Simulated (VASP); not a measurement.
Wanted: the native input for a VASP 6.6.1 run.

```yaml
Task: single point
Functional: PBE
Potentials_or_basis: VASP PAW PBE potentials, release 64 (Ta_pv)
Cutoff: 400 eV
k_mesh: 13 × 13 × 1
Occupations: fermi-dirac, width 0.1 eV
Spin: no spin polarisation
Dipole_correction: yes
Further_INCAR_settings: ALGO = Normal; EDIFF = 1e-06; NBANDS = 24; NELMDL = -8
```

The structure of Ta lies in POSCAR:

```
Ta
1.0
    2.8752873597      0.0000000000      0.0000000000
   -0.9584291199      2.7108469199      0.0000000000
    0.0000000000      0.0000000000     20.6953000000
Ta
3
Direct
    0.0000000000      0.0000000000      0.3903954831
    0.5000000000      0.5000000000      0.4999999909
    0.0000000000      0.0000000000      0.6096045260
```

One way to write it, as run:

INCAR

```
SYSTEM = Ta
PREC = Accurate
ENCUT = 400
EDIFF = 1E-6
ISMEAR = -1
SIGMA = 0.1
LREAL = .FALSE.
LASPH = .TRUE.
NELM = 120
ALGO = Normal
ISIF = 2
LWAVE = .FALSE.
LCHARG = .TRUE.
LDIPOL = .TRUE.
IDIPOL = 3
DIPOL = 0.5 0.5 0.500
GGA = PE
LELF = .TRUE.
LVHAR = .TRUE.
LVACPOTAV = .TRUE.
NBANDS = 24
GGA_COMPAT = .FALSE.
NELMDL = -8
```

KPOINTS

```
regular mesh
0
G
  13 13 1
  0 0 0
```

Potentials or basis: VASP PAW PBE potentials, release 64 (Ta_pv).

Command:

```bash
$ cat potpaw_PBE.64/Ta_pv/POTCAR > POTCAR
$ mpirun -np 1 vasp_std > vasp.out
```

Results of the run:

The largest force is 0.004 eV/Å.

Run time: 5 min on 1 thread of AMD EPYC 9R45 (Zen 5), on a shared host, peak memory 0.23 GiB.
